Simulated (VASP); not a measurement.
Crystal: C.

```
C
1.0
     0.00000    1.78337    1.78337
     1.78337    0.00000    1.78337
     1.78337    1.78337    0.00000
C
2
Direct
  0.75000 0.75000 0.75000
  0.50000 0.50000 0.50000
```

Base run:

```yaml
Program: VASP 6.6.1
Functional: PBEsol
Potentials_or_basis: VASP PAW PBE potentials, release 64 (C)
Cutoff: 520 eV
k_mesh: 13 × 13 × 13
Occupations: fermi-dirac, width 0.05 eV
Spin: no spin polarisation
```

Its results: band gap on the k mesh 4.01 eV, indirect (least direct gap 5.54 eV); pressure -3.8 GPa.

Problem. The run is repeated on the same cell with these changes: functional from PBEsol to SVWN5; cutoff from 520 eV to 600 eV. What comes out?

Solution. Band gap on the k mesh 4.12 eV, indirect (least direct gap 5.55 eV); pressure -12.3 GPa.

SVWN5 binds more tightly than PBEsol, so the same cell stands under less pressure.

Caveats: the PAW data sets were made with another functional, which shifts forces and pressure a little.

A k mesh can miss the band edges.
